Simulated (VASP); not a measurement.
# BeS (F-43m) in VASP: a series of runs

The runs below take BeS through single point, relaxation of cell and atoms, with PBE.

All numbers are computed with VASP 6.6.1; they aren't measurements. Logs are shortened: lines on timing, memory, paths and dates and some standing lists are left out, and cuts for length are marked.

### 1 The cell of the first run

The structure is cubic, space group F-43m (No. 216). Conventional cell: a = 4.866 Å, b = 4.866 Å, c = 4.866 Å, α = 90.00°, β = 90.00°, γ = 90.00°. Be (site symmetry -43m) has 4 S at 2.11 Å within 2.8 Å. S (site symmetry -43m) has 4 Be at 2.11 Å within 2.8 Å.

### 2 Single point, PBE

Contents of INCAR:

```
  PREC = Accurate
  ENCUT = 600
  EDIFF = 1E-6
  ISMEAR = 0
  SIGMA = 0.02
  LREAL = F
  LASPH = T
  NELM = 120
  ALGO = Normal
  ISIF = 2
  LWAVE = F
  LCHARG = T
  GGA = PE
  LELF = T
  LVHAR = T
  NBANDS = 11
  GGA_COMPAT = F
```

Contents of KPOINTS:

```
Automatic mesh
0
Gamma
  8 8 8
```

Contents of POSCAR:

```
BeS
1.0
    0.0000000000      2.4328307700      2.4328307700
    2.4328307700      0.0000000000      2.4328307700
    2.4328307700      2.4328307700      0.0000000000
Be S
1 1
Direct
    0.0000000000      0.0000000000      0.0000000000
    0.2500000000      0.2500000000      0.2500000000
```

Potentials or basis: VASP PAW PBE potentials, release 64 (Be, S).

On the command line:

```console
> cat potpaw_PBE.64/Be/POTCAR potpaw_PBE.64/S/POTCAR > POTCAR
> mpirun -np 1 vasp_std > vasp.out
```

OUTCAR:

```text
PREC = Accurate
   ENCUT = 600
   EDIFF = 1E-6
   ISMEAR = 0
   LREAL = F
   LASPH = T
   NELM = 120
   ISIF = 2
   GGA = PE

 ion  position               nearest neighbor table
   1  0.000  0.000  0.000-   2 2.11   2 2.11   2 2.11   2 2.11
   2  0.250  0.250  0.250-   1 2.11   1 2.11   1 2.11   1 2.11

  LATTYP: Found a face centered cubic cell.
 ALAT       =     4.8656615400

  Lattice vectors:

 A1 = (   0.0000000000,   2.4328307700,   2.4328307700)
 A2 = (   2.4328307700,   0.0000000000,   2.4328307700)
 A3 = (   2.4328307700,   2.4328307700,   0.0000000000)

Analysis of symmetry for initial positions (statically):
=====================================================================
 Subroutine PRICEL returns:
 Original cell was already a primitive cell.

 Routine SETGRP: Setting up the symmetry group for a
 face centered cubic supercell.

 Subroutine GETGRP returns: Found 24 space group operations
 (whereof 24 operations were pure point group operations)
 out of a pool of 48 trial point group operations.

The static configuration has the point symmetry T_d .

Analysis of symmetry for dynamics (positions and initial velocities):
=====================================================================
 Subroutine PRICEL returns:
 Original cell was already a primitive cell.

 Routine SETGRP: Setting up the symmetry group for a
 face centered cubic supercell.

 Subroutine GETGRP returns: Found 24 space group operations
 (whereof 24 operations were pure point group operations)
 out of a pool of 48 trial point group operations.

The dynamic configuration has the point symmetry T_d .

 Subroutine INISYM returns: Found 24 space group operations
 (whereof 24 operations are pure point group operations),
 and found     1 'primitive' translations

----------------------------------------------------------------------------------------

                                     Primitive cell

  volume of cell :      28.7982

  direct lattice vectors                    reciprocal lattice vectors
     0.000000000  2.432830770  2.432830770    -0.205521899  0.205521899  0.205521899
     2.432830770  0.000000000  2.432830770     0.205521899 -0.205521899  0.205521899
     2.432830770  2.432830770  0.000000000     0.205521899  0.205521899 -0.205521899

  length of vectors
     3.440542270  3.440542270  3.440542270     0.355974371  0.355974371  0.355974371

  position of ions in fractional coordinates (direct lattice)
     0.000000000  0.000000000  0.000000000
     0.250000000  0.250000000  0.250000000

  ion indices of the primitive-cell ions
   primitive index   ion index
                 1           1
                 2           2

----------------------------------------------------------------------------------------

 KPOINTS: Automatic mesh

Automatic generation of k-mesh.
 Grid dimensions read from file:
 generate k-points for:    8    8    8

 Generating k-lattice:

  Cartesian coordinates                     Fractional coordinates (reciprocal lattice)
    -0.025690237  0.025690237  0.025690237     0.125000000  0.000000000  0.000000000
     0.025690237 -0.025690237  0.025690237     0.000000000  0.125000000  0.000000000
     0.025690237  0.025690237 -0.025690237     0.000000000  0.000000000  0.125000000

  Length of vectors
     0.044496796  0.044496796  0.044496796

  Shift w.r.t. Gamma in fractional coordinates (k-lattice)
     0.000000000  0.000000000  0.000000000

 Subroutine IBZKPT returns following result:
 ===========================================

 Found     29 irreducible k-points:

 Following reciprocal coordinates:
            Coordinates               Weight
  0.000000  0.000000  0.000000      1.000000
  0.125000  0.000000  0.000000      8.000000
  0.250000  0.000000  0.000000      8.000000
  0.375000  0.000000  0.000000      8.000000
  0.500000  0.000000  0.000000      4.000000
  0.125000  0.125000  0.000000      6.000000
[... 16 lines left out ...]
  0.500000  0.250000  0.125000     48.000000
 -0.375000  0.250000  0.125000     24.000000
 [... further k-points ...]
   k-points           NKPTS =     29   k-points in BZ     NKDIM =     29   number of bands    NBANDS=     11
   number of dos      NEDOS =    301   number of ions     NIONS =      2
   total plane-waves  NPLWV =  21952
   dimension x,y,z NGX =    28 NGY =   28 NGZ =   28
   dimension x,y,z NGXF=    56 NGYF=   56 NGZF=   56
   ions per type =               1   1
   NGX,Y,Z   is equivalent  to a cutoff of  13.53, 13.53, 13.53 a.u.
   NGXF,Y,Z  is equivalent  to a cutoff of  27.06, 27.06, 27.06 a.u.
 SYSTEM =  unknown system
   PREC   = accura    normal or accurate (medium, high low for compatibility)
   ISTART =      0    job   : 0-new  1-cont  2-samecut
   ICHARG =      2    charge: 1-file 2-atom 10-const
   ISPIN  =      1    spin polarized calculation?
   LNONCOLLINEAR =      F non collinear calculations
   LSORBIT =      F    spin-orbit coupling
   LASPH  =      T    aspherical Exc in radial PAW
   ENCUT  =  600.0 eV  44.10 Ry    6.64 a.u.   6.87  6.87  6.87*2*pi/ulx,y,z
   NELM   =    120;   NELMIN=  2; NELMDL= -5     # of ELM steps
   EDIFF  = 0.1E-05   stopping-criterion for ELM
   LREAL  =      F    real-space projection
   EDIFFG = 0.1E-04   stopping-criterion for IOM
   NSW    =      0    number of steps for IOM
   IBRION =     -1    ionic relax: 0-MD 1-quasi-New 2-CG
   NFREE  =      0    steps in history (QN), initial steepest desc. (CG)
   ISIF   =      2    stress and relaxation
   ISYM   =      2    0-nonsym 1-usesym 2-fastsym
   POTIM  = 0.5000    time-step for ionic-motion
   TEBEG  =    0.0;   TEEND  =   0.0 temperature during run
   PSTRESS=    0.0 pullay stress
   NELECT =       8.0000    total number of electrons
   NUPDOWN=      -1.0000    fix difference up-down
   EMIN   =  10.00;   EMAX   =-10.00  energy-range for DOS
   EFERMI =   0.00;   METHOD = LEGACY
   ISMEAR =     0;   SIGMA  =   0.02  broadening in eV -4-tet -1-fermi 0-gaus
   EFERMI_NEDOS =   21; number of points for ismear=-14 and -15
   IALGO  =     38    algorithm
   IMIX   =      4    mixing-type and parameters
     AMIX     =   0.40;   BMIX     =  1.00
     AMIX_MAG =   1.60;   BMIX_MAG =  1.00
  volume/ion in A,a.u.               =      14.40        97.17
  Fermi-wavevector in a.u.,A,eV,Ry     =   1.068193  2.018591 15.524732  1.141036
  Thomas-Fermi vector in A             =   2.203833
   LORBIT       =      0    0 simple, 1 ext, 2 COOP (PROOUT), +10 PAW based schemes
   GGA     = PE    functional components
   LHFCALC =     F    Hartree Fock is set to
   AEXX    =    0.0000 exact exchange contribution
   IVDW    =     0    specifies the selected vdW correction
   LEPSILON=     F    determine dielectric tensor
   LRPA    =     F    only Hartree local field effects (RPA)
 non-spin polarized calculation
 Gauss-broadening in eV      SIGMA  =   0.02
  energy-cutoff  :      600.00
  volume of cell :       28.80
 maximum number of plane-waves:       982
   NGX = 13   NGY = 13   NGZ = 13

 number of electron       7.9999999 magnetization

 Free energy of the ion-electron system (eV)
  ---------------------------------------------------
  ext. energy  EPLUGINS =         0.00000000
  ---------------------------------------------------
  free energy    TOTEN  =       -10.01314202 eV

  energy without entropy =      -10.01314202  energy(sigma->0) =      -10.01314202

 E-fermi :   4.1555     XC(G=0):  -9.6907

 val. band max:        4.0750276821   @ k =   0.0000   0.0000   0.0000
 cond. band min:       7.2074669207   @ k =   0.5000   0.5000   0.0000
 fundamental gap:      3.1324392386
 Fermi energy:         4.1555119338

 k-point     1 :       0.0000    0.0000    0.0000
  band No.  band energies     occupation
      1      -9.5527      2.00000
      2       4.0750      2.00000
      3       4.0750      2.00000
      4       4.0750      2.00000
      5       9.7486      0.00000
      6       9.7486      0.00000
      7       9.7486      0.00000
      8       9.8795      0.00000
      9      16.8696      0.00000
     10      16.8696      0.00000
     11      18.8729      0.00000

 k-point     2 :       0.1250    0.0000    0.0000
  band No.  band energies     occupation
      1      -9.3777      2.00000
      2       2.8852      2.00000
      3       3.8789      2.00000
      4       3.8789      2.00000
      5       9.6598      0.00000
      6      10.1005      0.00000
      7      10.1005      0.00000
      8      11.1727      0.00000
      9      16.1866      0.00000
     10      16.1866      0.00000
     11      18.7396      0.00000

 k-point     3 :       0.2500    0.0000    0.0000
  band No.  band energies     occupation
      1      -8.8960      2.00000
      2       0.8023      2.00000
      3       3.4867      2.00000
      4       3.4867      2.00000
      5       9.6027      0.00000
      6      10.6414      0.00000
      7      10.6414      0.00000
      8      13.2754      0.00000
      9      15.9482      0.00000
     10      15.9482      0.00000
     11      18.2917      0.00000

 k-point     4 :       0.3750    0.0000    0.0000
  band No.  band energies     occupation
      1      -8.2857      2.00000
      2      -0.9379      2.00000
      3       3.1699      2.00000
      4       3.1699      2.00000
      5       9.5447      0.00000
      6      10.7122      0.00000
      7      10.7122      0.00000
      8      14.8005      0.00000
      9      17.2868      0.00000
     10      17.2868      0.00000
     11      18.4346      0.00000
[... 239 lines left out ...]
 k-point    22 :       0.3750    0.2500    0.1250
  band No.  band energies     occupation
      1      -8.5028      2.00000
      2       0.5690      2.00000
      3       1.9576      2.00000
      4       2.9699      2.00000
      5       9.6021      0.00000
      6      11.3434      0.00000
      7      11.5661      0.00000
      8      12.6069      0.00000
      9      15.6475      0.00000
     10      18.4481      0.00000
     11      19.9624      0.00000

 k-point    23 :       0.5000    0.2500    0.1250
  band No.  band energies     occupation
      1      -7.9666      2.00000
      2      -0.5754      2.00000
      3       1.4254      2.00000
      4       2.5045      2.00000
      5      10.0732      0.00000
      6      10.8842      0.00000
      7      12.5094      0.00000
      8      13.3342      0.00000
      9      16.6650      0.00000
     10      18.4217      0.00000
     11      20.4807      0.00000

 k-point    24 :      -0.3750    0.2500    0.1250
  band No.  band energies     occupation
      1      -7.6979      2.00000
      2      -1.1213      2.00000
      3       1.3302      2.00000
      4       2.2623      2.00000
      5      10.1791      0.00000
      6      10.6419      0.00000
      7      13.1681      0.00000
      8      14.5497      0.00000
      9      15.4910      0.00000
     10      19.3433      0.00000
     11      19.9797      0.00000

 [... further k-points ...]
[... 5 lines left out ...]
  --------------------------------------------------------------------------------------
  -------------------------------------------------------------------------------------
  Total        0.1169902      0.1169902      0.1169902      0.0000000      0.0000000     -0.0000000
  in kB        6.5087026      6.5087026      6.5087026      0.0000000      0.0000000     -0.0000000
  external PRESSURE =       6.5087026 kB  Pullay stress =       0.0000000 kB

 VOLUME and BASIS-vectors are now :
 -----------------------------------------------------------------------------
  energy-cutoff  :      600.00
  volume of cell :       28.80
      direct lattice vectors                 reciprocal lattice vectors
     0.000000000  2.432830770  2.432830770    -0.205521899  0.205521899  0.205521899
     2.432830770  0.000000000  2.432830770     0.205521899 -0.205521899  0.205521899
     2.432830770  2.432830770  0.000000000     0.205521899  0.205521899 -0.205521899

 POSITION                                       TOTAL-FORCE (eV/Angst)
 -----------------------------------------------------------------------------------
      0.00000      0.00000      0.00000         0.000000      0.000000      0.000000
      1.21642      1.21642      1.21642        -0.000000     -0.000000     -0.000000
 -----------------------------------------------------------------------------------
    total drift:                               -0.000000     -0.000000      0.000000

  FREE ENERGIE OF THE ION-ELECTRON SYSTEM (eV)
  ---------------------------------------------------
  free  energy   TOTEN  =       -10.0131420225 eV

  energy  without entropy=      -10.0131420225  energy(sigma->0) =      -10.01314202
```

Wall time 5.1 s (1 thread of Intel Xeon 6975P-C (Granite Rapids), shared host); peak memory 0.15 GiB.

What came out:

```
Free energy            : -10.0131 eV
Pressure               : 0.7 GPa
Band gap on the k mesh : 3.13 eV (least direct gap 5.67 eV)
```

### 3 Relaxation of cell and atoms, PBE, target pressure 0.6 GPa, at which the enthalpy is minimised

This run uses another cell than the first one, of 14.26 Å³/atom.

Contents of INCAR:

```
SYSTEM = BeS
PREC     = Accurate       ! precision mode
ENCUT    = 600            ! plane-wave cutoff, eV
EDIFF    = 1E-7           ! SCF threshold, eV
ISMEAR   = 0              ! smearing method
SIGMA    = 0.1            ! smearing width, eV
LREAL    = .False.        ! projectors in reciprocal space
LASPH    = .True.         ! aspherical terms in the spheres
NELM     = 120            ! most SCF steps
ALGO     = Normal         ! electronic algorithm
ISIF     = 3              ! what is computed and relaxed
LWAVE    = .False.        ! write WAVECAR
LCHARG   = .False.        ! write CHGCAR
GGA      = PE             ! functional
IBRION   = 2              ! ionic algorithm
NSW      = 80             ! ionic steps
EDIFFG   = -0.05          ! ionic threshold
PSTRESS  = 6.0          
GGA_COMPAT= .False.      
NELMIN   = 4
```

Contents of KPOINTS:

```
regular mesh
0
Gamma
  8 8 8
  0 0 0
```

Contents of POSCAR:

```
BeS
1.0
    0.0000000000      2.4250000000      2.4250000000
    2.4250000000      0.0000000000      2.4250000000
    2.4250000000      2.4250000000      0.0000000000
Be S
1 1
Direct
    0.0000000000      0.0000000000      0.0000000000
    0.2500000000      0.2500000000      0.2500000000
```

Potentials or basis: VASP PAW PBE potentials, release 64 (Be, S).

On the command line:

```console
> cat potpaw_PBE.64/Be/POTCAR potpaw_PBE.64/S/POTCAR > POTCAR
> mpirun -np 1 vasp_std > vasp.out
```

It took 7 s on 1 thread of Intel Xeon 6975P-C (Granite Rapids), shared host; peak memory 0.15 GiB.

The run converged. Its results:

```yaml
Free_energy: -10.0134 eV
Relaxed_volume: 14.44 Å³/atom
Relaxed_cell: a = 3.444 Å, b = 3.444 Å, c = 3.444 Å, α = 60.00°, β = 60.00°, γ = 60.00°
Space_group_after_relaxing_to_0.1_Å: F-43m (No. 216)
Energy_change_on_relaxing_the_run_minimises_the_enthalpy: -1.1 meV/atom
Ionic_steps: 2
Pressure_after_relaxing: 0.4 GPa
Band_gap_on_the_k_mesh: 3.14 eV (least direct gap 5.67 eV)
```

Step by step:
```
step  energy change (eV)  largest force (eV/Å)  pressure (GPa)  volume (Å³)
   1              0.0000                0.0000            1.58        28.52
   2             -0.0022                0.0000            0.36        28.88
```

Final structure:
```yaml
crystal:
  lattice:
    - [0.00000, 2.43524, 2.43524]
    - [2.43524, 0.00000, 2.43524]
    - [2.43524, 2.43524, 0.00000]
  atoms:
    - { symbol: Be, position: [0.00000, 0.00000, 0.00000] }
    - { symbol: S, position: [0.25000, 0.25000, 0.25000] }
```

Levels at points of the mesh, in eV from the valence-band top:
| k point | band 1 | band 2 | band 3 | band 4 | band 5 | band 6 | band 7 | band 8 |
| --- | --- | --- | --- | --- | --- | --- | --- | --- |
| (0.00, 0.00, 0.00) | -13.61 | 0.00 | 0.00 | 0.00 | 5.67 | 5.67 | 5.67 | 5.78 |
| (0.50, 0.00, 0.00) | -12.03 | -5.71 | -1.02 | -1.02 | 5.43 | 6.57 | 6.57 | 11.15 |
| (0.50, 0.50, 0.00) | -11.50 | -4.95 | -2.60 | -2.60 | 3.14 | 4.93 | 12.68 | 12.68 |

Caveat: the cell is relaxed towards a set pressure, so the run minimises the enthalpy, not the energy.

[end of part 1 of 2]
